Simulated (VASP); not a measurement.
Set up this calculation in VASP 6.6.1, as the native input.

- Task: single point
- Functional: PBE
- Potentials or basis: VASP PAW PBE potentials, release 64 (Li_sv, Ta_sv_GW, O)
- Cutoff: 880 eV
- k mesh: 6 × 6 × 4
- Occupations: gaussian, width 0.1 eV
- Spin: collinear spin
- Starting moments: [0.0, 1.0, 0.0, 0.0] μB
- Dipole correction: no
- Further INCAR settings: ALGO = Normal; EDIFF = 1e-06; NBANDS = 26

The structure of LiTaO2 lies in POSCAR:

```
LiTaO2
1.0
    2.8857165678      0.0000000000      0.0000000000
    0.0000000000      3.0800573103      0.0000000000
    0.0000000000      0.0000000000      5.4463819714
Li Ta O
1 1 2
Direct
    0.5000000000      0.5000000000      0.5000000000
    0.0000000000      0.0000000000      0.0000000000
    0.0000000000      0.5000000000      0.2436727195
    0.0000000000      0.5000000000      0.7563272805
```

The cell was generated, and may not be a known phase.

One way to write it, as run:

INCAR

```
PREC     = Accurate       # precision mode
ENCUT    = 880            # plane-wave cutoff, eV
EDIFF    = 1E-6           # SCF threshold, eV
ISMEAR   = 0              # smearing method
SIGMA    = 0.1            # smearing width, eV
LREAL    = F              # projectors in reciprocal space
LASPH    = T              # aspherical terms in the spheres
NELM     = 200            # most SCF steps
ALGO     = Normal         # electronic algorithm
ISIF     = 2              # what is computed and relaxed
LWAVE    = F              # write WAVECAR
LCHARG   = F              # write CHGCAR
ISPIN    = 2              # spin polarisation
MAGMOM   = 0 1 0 0        # initial moments
LORBIT   = 11             # projections on sites
LMAXMIX  = 4              # l up to which the mixer works
GGA      = PE             # functional
NBANDS   = 26             # bands
GGA_COMPAT= F
```

KPOINTS

```
regular mesh
0
Gamma
  6 6 4
```

Potentials or basis: VASP PAW PBE potentials, release 64 (Li_sv, Ta_sv_GW, O).

The run is started by

```sh
$ cat potpaw_PBE.64/Li_sv/POTCAR potpaw_PBE.64/Ta_sv_GW/POTCAR potpaw_PBE.64/O/POTCAR > POTCAR
$ mpirun -np 1 vasp_std > vasp.out
```

It gave:

| Property | Result |
| --- | --- |
| Pressure | 0.2 GPa |
| Largest force | 0.018 eV/Å |
| Band gap on the k mesh | zero (filled and empty bands overlap) |
| Net moment | 0.00 μB per cell |
| Valence electrons inside the program's atomic spheres | Li 2.07; Ta 11.68; O 5.06 |

Caveat: the k points lie up to 0.36 Å⁻¹ apart, too coarse for converged energies and pressures of a metal; spin-orbit coupling is left out, which moves the levels of the heavy elements.

Run time: 4.5 min on 1 thread of Intel(R) Xeon(R) Platinum 8175M CPU @ 2.50GHz (Skylake/Cascade Lake), with other jobs on the host, peak memory 0.39 GiB.
